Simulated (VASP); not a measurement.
# NaAl5O2 (C2/m) in VASP: relaxation of cell and atoms with PBE

Aim: the relaxation of cell and atoms of NaAl5O2 with PBE.

Program: VASP 6.6.1. These are calculated values, not measurements. Logs are shortened: lines on timing, memory, paths and dates and some standing lists are left out, and cuts for length are marked.

**1. The cell of the first run**

The structure is monoclinic, space group C2/m (No. 12). Conventional cell: a = 5.021 Å, b = 2.900 Å, c = 29.082 Å, α = 90.00°, β = 93.50°, γ = 90.00°. Within 3.2 Å of Na (site symmetry m) lie 6 O at 2.36 to 2.38 Å and 6 Na at 2.90 Å and 6 Al at 3.16 to 3.19 Å. Al (site symmetry m) has 3 O at 1.97 Å within 2.6 Å. Within 2.6 Å of Al (site symmetry 2/m) lie 6 O at 1.95 to 1.96 Å. Al (site symmetry m) has 12 Al at 2.79 to 2.90 Å and 3 O at 3.66 to 3.67 Å within 3.7 Å. Al (site symmetry m) has 12 Al at 2.83 to 2.90 Å within 3.7 Å. Al (site symmetry 2/m) has 12 Al at 2.83 to 2.90 Å within 3.7 Å. Al (site symmetry m) has 12 Al at 2.83 to 2.90 Å within 3.7 Å. O (site symmetry m) has 3 Al at 1.97 Å and 3 Na at 2.37 to 2.38 Å within 2.6 Å.

**2. Relaxation of cell and atoms, PBE**

Input file INCAR:

```
SYSTEM = NaAl5O2
ALGO     = Normal         ! electronic algorithm
EDIFF    = 1E-7           ! SCF threshold, eV
EDIFFG   = -0.01          ! ionic threshold
ENCUT    = 600            ! plane-wave cutoff, eV
GGA      = PE             ! functional
IBRION   = 2              ! ionic algorithm
ISIF     = 3              ! what is computed and relaxed
ISMEAR   = 0              ! smearing method
LASPH    = .True.         ! aspherical terms in the spheres
LCHARG   = .False.        ! write CHGCAR
LREAL    = Auto         
LWAVE    = .False.        ! write WAVECAR
NELM     = 60             ! most SCF steps
NSW      = 100            ! ionic steps
PREC     = Accurate       ! precision mode
SIGMA    = 0.1            ! smearing width, eV
```

Input file KPOINTS:

```
k-points
0
Gamma
  12 12 1
  0 0 0
```

Input file POSCAR:

```
NaAl5O2
1.0
    2.5104921055     -1.4499912614      0.0000000000
    2.5104921055      1.4499912614      0.0000000000
   -1.7738437637      0.0000000000     29.0278572818
Na Al O
2 10 4
Direct
    0.3651449598      0.3651449598      0.5923377847
    0.6348550402      0.6348550402      0.4076622153
    0.7298963321      0.7298963321      0.6859127224
    0.0000000000      0.0000000000      0.5000000000
    0.2701036679      0.2701036679      0.3140872776
    0.4220328155      0.4220328155      0.7627069228
    0.5779671845      0.5779671845      0.2372930772
    0.8585940436      0.8585940436      0.0790999911
    0.5000000000      0.5000000000      0.0000000000
    0.1414059564      0.1414059564      0.9209000089
    0.7802925967      0.7802925967      0.8418282099
    0.2197074033      0.2197074033      0.1581717901
    0.0510505548      0.0510505548      0.6502108659
    0.6794796968      0.6794796968      0.5348621103
    0.3205203032      0.3205203032      0.4651378897
    0.9489494452      0.9489494452      0.3497891341
```

Potentials or basis: VASP PAW PBE potentials, release 64 (Na_pv, Al, O).

On the command line:

```console
$ cat potpaw_PBE.64/Na_pv/POTCAR potpaw_PBE.64/Al/POTCAR potpaw_PBE.64/O/POTCAR > POTCAR
$ mpirun -np 1 vasp_std > vasp.out
```

OUTCAR:

```text
SYSTEM = NaAl5O2
   EDIFF = 1E-7
   EDIFFG = -0.01
   ENCUT = 600
   GGA = PE
   IBRION = 2
   ISIF = 3
   ISMEAR = 0
   LASPH = .True.
   LREAL = Auto
   NELM = 60
   NSW = 100
   PREC = Accurate

 ion  position               nearest neighbor table
   1  0.365  0.365  0.592-  14 2.36  14 2.36  14 2.37  13 2.37  13 2.37  13 2.38
   2  0.635  0.635  0.408-  15 2.36  15 2.36  15 2.37  16 2.37  16 2.37  16 2.38
   3  0.730  0.730  0.686-  13 1.97  13 1.97  13 1.97   6 2.79   6 2.79   6 2.79
   4  0.000  0.000  0.500-  14 1.95  15 1.95  14 1.96  14 1.96  15 1.96  15 1.96
   5  0.270  0.270  0.314-  16 1.97  16 1.97  16 1.97   7 2.79   7 2.79   7 2.79
   6  0.422  0.422  0.763-   3 2.79   3 2.79   3 2.79  11 2.83  11 2.85  11 2.85
[... 8 lines left out ...]
  15  0.321  0.321  0.465-   4 1.95   4 1.96   4 1.96   2 2.36   2 2.36   2 2.37
  16  0.949  0.949  0.350-   5 1.97   5 1.97   5 1.97   2 2.37   2 2.37   2 2.38

  LATTYP: Found a base centered monoclinic cell.
 ALAT       =     5.0209842110
 B/A-ratio  =     0.5775725238
 C/A-ratio  =     5.7920925197
 COS(beta)  =    -0.0609945483

  Lattice vectors:

 A1 = (   2.5104921055,  -1.4499912614,   0.0000000000)
 A2 = (   2.5104921055,   1.4499912614,   0.0000000000)
 A3 = (  -1.7738437637,   0.0000000000,  29.0278572818)

Analysis of symmetry for initial positions (statically):
=====================================================================
 Subroutine PRICEL returns:
 Original cell was already a primitive cell.

 Routine SETGRP: Setting up the symmetry group for a
 base centered monoclinic supercell.

 Subroutine GETGRP returns: Found  4 space group operations
 (whereof  4 operations were pure point group operations)
 out of a pool of  4 trial point group operations.

The static configuration has the point symmetry C_2h.

Analysis of symmetry for dynamics (positions and initial velocities):
=====================================================================
 Subroutine PRICEL returns:
 Original cell was already a primitive cell.

 Routine SETGRP: Setting up the symmetry group for a
 base centered monoclinic supercell.

 Subroutine GETGRP returns: Found  4 space group operations
 (whereof  4 operations were pure point group operations)
 out of a pool of  4 trial point group operations.

The dynamic configuration has the point symmetry C_2h.

 Subroutine INISYM returns: Found  4 space group operations
 (whereof  4 operations are pure point group operations),
 and found     1 'primitive' translations

----------------------------------------------------------------------------------------

                                     Primitive cell

  volume of cell :     211.3339

  direct lattice vectors                    reciprocal lattice vectors
     2.510492106 -1.449991261  0.000000000     0.199164140 -0.344829664  0.012170587
     2.510492106  1.449991261  0.000000000     0.199164140  0.344829664  0.012170587
    -1.773843764  0.000000000 29.027857282     0.000000000  0.000000000  0.034449666

  length of vectors
     2.899145610  2.899145610 29.082005090     0.398399266  0.398399266  0.034449666

  position of ions in fractional coordinates (direct lattice)
     0.365144960  0.365144960  0.592337785
     0.634855040  0.634855040  0.407662215
     0.729896332  0.729896332  0.685912722
     0.000000000  0.000000000  0.500000000
     0.270103668  0.270103668  0.314087278
     0.422032816  0.422032816  0.762706923
[... 8 lines left out ...]
     0.320520303  0.320520303  0.465137890
     0.948949445  0.948949445  0.349789134

  ion indices of the primitive-cell ions
   primitive index   ion index
                 1           1
                 2           2
                 3           3
                 4           4
                 5           5
                 6           6
[... 8 lines left out ...]
                15          15
                16          16

----------------------------------------------------------------------------------------

 KPOINTS: k-points

Automatic generation of k-mesh.
 Grid dimensions read from file:
 generate k-points for:   12   12    1

 Generating k-lattice:

  Cartesian coordinates                     Fractional coordinates (reciprocal lattice)
     0.016597012 -0.028735805  0.001014216     0.083333333 -0.000000000  0.000000000
     0.016597012  0.028735805  0.001014216    -0.000000000  0.083333333  0.000000000
     0.000000000  0.000000000  0.034449666     0.000000000  0.000000000  1.000000000

  Length of vectors
     0.033199939  0.033199939  0.034449666

  Shift w.r.t. Gamma in fractional coordinates (k-lattice)
     0.000000000  0.000000000  0.000000000

 Subroutine IBZKPT returns following result:
 ===========================================

 Found     43 irreducible k-points:

 Following reciprocal coordinates:
            Coordinates               Weight
  0.000000  0.000000  0.000000      1.000000
  0.083333  0.000000  0.000000      4.000000
  0.166667  0.000000  0.000000      4.000000
  0.250000  0.000000  0.000000      4.000000
  0.333333  0.000000  0.000000      4.000000
  0.416667  0.000000  0.000000      4.000000
[... 16 lines left out ...]
  0.500000  0.166667  0.000000      4.000000
 -0.416667  0.166667 -0.000000      4.000000
 [... further k-points ...]
   k-points           NKPTS =     43   k-points in BZ     NKDIM =     43   number of bands    NBANDS=     43
   number of dos      NEDOS =    301   number of ions     NIONS =     16
   total plane-waves  NPLWV = 138240
   dimension x,y,z NGX =    24 NGY =   24 NGZ =  240
   dimension x,y,z NGXF=    48 NGYF=   48 NGZF=  480
   ions per type =               2  10   4
   NGX,Y,Z   is equivalent  to a cutoff of  13.76, 13.76, 13.72 a.u.
   NGXF,Y,Z  is equivalent  to a cutoff of  27.52, 27.52, 27.44 a.u.
 SYSTEM =  NaAl5O2
   PREC   = accura    normal or accurate (medium, high low for compatibility)
   ISTART =      0    job   : 0-new  1-cont  2-samecut
   ICHARG =      2    charge: 1-file 2-atom 10-const
   ISPIN  =      1    spin polarized calculation?
   LNONCOLLINEAR =      F non collinear calculations
   LSORBIT =      F    spin-orbit coupling
   LASPH  =      T    aspherical Exc in radial PAW
   ENCUT  =  600.0 eV  44.10 Ry    6.64 a.u.   5.79  5.79 58.08*2*pi/ulx,y,z
   NELM   =     60;   NELMIN=  2; NELMDL= -5     # of ELM steps
   EDIFF  = 0.1E-06   stopping-criterion for ELM
   LREAL  =      T    real-space projection
   EDIFFG = -.1E-01   stopping-criterion for IOM
   NSW    =    100    number of steps for IOM
   IBRION =      2    ionic relax: 0-MD 1-quasi-New 2-CG
   NFREE  =      1    steps in history (QN), initial steepest desc. (CG)
   ISIF   =      3    stress and relaxation
   ISYM   =      2    0-nonsym 1-usesym 2-fastsym
   POTIM  = 0.5000    time-step for ionic-motion
   TEBEG  =    0.0;   TEEND  =   0.0 temperature during run
   PSTRESS=    0.0 pullay stress
   NELECT =      68.0000    total number of electrons
   NUPDOWN=      -1.0000    fix difference up-down
   EMIN   =  10.00;   EMAX   =-10.00  energy-range for DOS
   EFERMI =   0.00;   METHOD = LEGACY
   ISMEAR =     0;   SIGMA  =   0.10  broadening in eV -4-tet -1-fermi 0-gaus
   EFERMI_NEDOS =   21; number of points for ismear=-14 and -15
   IALGO  =     38    algorithm
   IMIX   =      4    mixing-type and parameters
     AMIX     =   0.40;   BMIX     =  1.00
     AMIX_MAG =   1.60;   BMIX_MAG =  1.00
  volume/ion in A,a.u.               =      13.21        89.13
  Fermi-wavevector in a.u.,A,eV,Ry     =   1.121815  2.119924 17.122521  1.258470
  Thomas-Fermi vector in A             =   2.258471
   LORBIT       =      0    0 simple, 1 ext, 2 COOP (PROOUT), +10 PAW based schemes
   GGA     = PE    functional components
   LHFCALC =     F    Hartree Fock is set to
   AEXX    =    0.0000 exact exchange contribution
   IVDW    =     0    specifies the selected vdW correction
   LEPSILON=     F    determine dielectric tensor
   LRPA    =     F    only Hartree local field effects (RPA)
 conjugate gradient relaxation of ions
 non-spin polarized calculation
 Gauss-broadening in eV      SIGMA  =   0.10
  energy-cutoff  :      600.00
  volume of cell :      211.33
 maximum number of plane-waves:      7092
   NGX = 11   NGY = 11   NGZ =115

--------------------------------------- Ionic step        1  -------------------------------------------

 number of electron      68.0000003 magnetization

 Free energy of the ion-electron system (eV)
  ---------------------------------------------------
  ext. energy  EPLUGINS =         0.00000000
  ---------------------------------------------------
  free energy    TOTEN  =       -78.96317716 eV

  energy without entropy =      -78.94806976  energy(sigma->0) =      -78.95562346

------------------------ aborting loop because EDIFF is reached ----------------------------------------

  FORCE on cell =-STRESS in cart. coord.  units (eV):
  Direction    XX          YY          ZZ          XY          YZ          ZX
  --------------------------------------------------------------------------------------
  -------------------------------------------------------------------------------------
  Total       -0.1424402     -0.1674467     -0.2293559      0.0000000      0.0000000      0.1415431
  in kB       -1.0798760     -1.2694568     -1.7388069      0.0000000      0.0000000      1.0730750
  external PRESSURE =      -1.3627132 kB  Pullay stress =       0.0000000 kB
[... 285 lines left out ...]
  energy  without entropy=      -78.9488262777  energy(sigma->0) =      -78.95629548

--------------------------------------- Ionic step        7  -------------------------------------------

 number of electron      68.0000002 magnetization

 Free energy of the ion-electron system (eV)
  ---------------------------------------------------
  ext. energy  EPLUGINS =         0.00000000
  ---------------------------------------------------
  free energy    TOTEN  =       -78.96376571 eV

  energy without entropy =      -78.94883014  energy(sigma->0) =      -78.95629793

 E-fermi :   8.0925     XC(G=0): -10.4253

 val. band max:        8.0831575487   @ k =   0.3333   0.3333   0.0000
 cond. band min:       8.1236182909   @ k =   0.3333   0.0833   0.0000
 fundamental gap:      0.0404607422
 Fermi energy:         8.0925017690

 k-point     1 :       0.0000    0.0000    0.0000
  band No.  band energies     occupation
      1     -17.5755      2.00000
      2     -17.5589      2.00000
      3     -17.4075      2.00000
      4     -17.4075      2.00000
      5     -17.4070      2.00000
      6     -17.4070      2.00000
[... 1093 lines left out ...]
     42      10.1583      0.00000
     43      10.9428      0.00000

 [... further k-points ...]
[... 5 lines left out ...]
  --------------------------------------------------------------------------------------
  -------------------------------------------------------------------------------------
  Total        0.0035439     -0.0008556      0.0165100      0.0000000      0.0000000     -0.0166774
  in kB        0.0269051     -0.0064957      0.1253427      0.0000000      0.0000000     -0.1266141
  external PRESSURE =       0.0485840 kB  Pullay stress =       0.0000000 kB
[... 31 lines left out ...]
  FREE ENERGIE OF THE ION-ELECTRON SYSTEM (eV)
  ---------------------------------------------------
  free  energy   TOTEN  =       -78.9637657103 eV

  energy  without entropy=      -78.9488301413  energy(sigma->0) =      -78.95629793

 reached required accuracy - stopping structural energy minimisation
```

Wall time 50 min (1 thread of Intel Xeon Platinum 8259CL at 2.50GHz (Skylake/Cascade Lake), shared host); peak memory 0.55 GiB.

What came out:

```
Free energy                           : -78.9638 eV
Relaxed volume                        : 13.19 Å³/atom
Relaxed cell                          : a = 2.898 Å, b = 2.898 Å, c = 29.056 Å, α = 92.87°, β = 92.87°, γ = 60.00°
Space group after relaxing (to 0.1 Å) : R-3m (No. 166)
Energy gained by relaxing             : 0.0 meV/atom
Ionic steps                           : 7
Pressure after relaxing               : 0.0 GPa
Largest force after relaxing          : 0.008 eV/Å
Band gap on the k mesh                : zero (bands 34 and 35 overlap by 3.81 eV)
```

Forces on the atoms (eV/Å):
```
Na  -0.005  0.000  0.001
Na   0.005  0.000 -0.001
Al  -0.006  0.000  0.005
Al   0.000  0.000  0.000
Al   0.006  0.000 -0.005
Al  -0.003  0.000 -0.002
Al   0.003  0.000  0.002
Al   0.007  0.000  0.003
Al   0.000  0.000  0.000
Al  -0.007  0.000 -0.003
Al   0.005  0.000  0.004
Al  -0.005  0.000 -0.004
O    0.005  0.000  0.002
O    0.001  0.000 -0.006
O   -0.001  0.000  0.006
O   -0.005  0.000 -0.002
```

The path:
```csv
step,energy change (eV),largest force (eV/Å),pressure (GPa),volume (Å³)
1,0.0000,0.0342,-0.14,211.33
2,-0.0003,0.0257,0.04,210.99
3,-0.0003,0.0281,0.06,210.95
4,-0.0005,0.0153,0.04,210.97
5,-0.0005,0.0245,0.01,210.99
6,-0.0006,0.0105,0.00,211.04
7,-0.0006,0.0077,0.00,211.04
```

Final structure:
```xyz
16
Lattice="2.5100 -1.4493 0.0041 2.5100 1.4493 0.0041 -1.7267 0.0000 29.0042" Properties=species:S:1:pos:R:3 pbc="T T T"
Na    0.8098    0.0000   17.1847
Na    2.4835    0.0000   11.8277
Al    2.4800    0.0000   19.9015
Al   -0.8633    0.0000   14.5021
Al    0.8134    0.0000    9.1108
Al    0.8017    0.0000   22.1261
Al    2.4917    0.0000    6.8862
Al    4.1757    0.0000    2.2991
Al    2.5100    0.0000    0.0041
Al   -0.8823    0.0000   26.7132
Al    2.4646    0.0000   24.4210
Al    0.8288    0.0000    4.5913
O    -0.8665    0.0000   18.8597
O     2.4820    0.0000   15.5189
O     0.8113    0.0000   13.4935
O     4.1598    0.0000   10.1527
```

The gap in the log of VASP goes by the Fermi energy; the results here count the filled bands.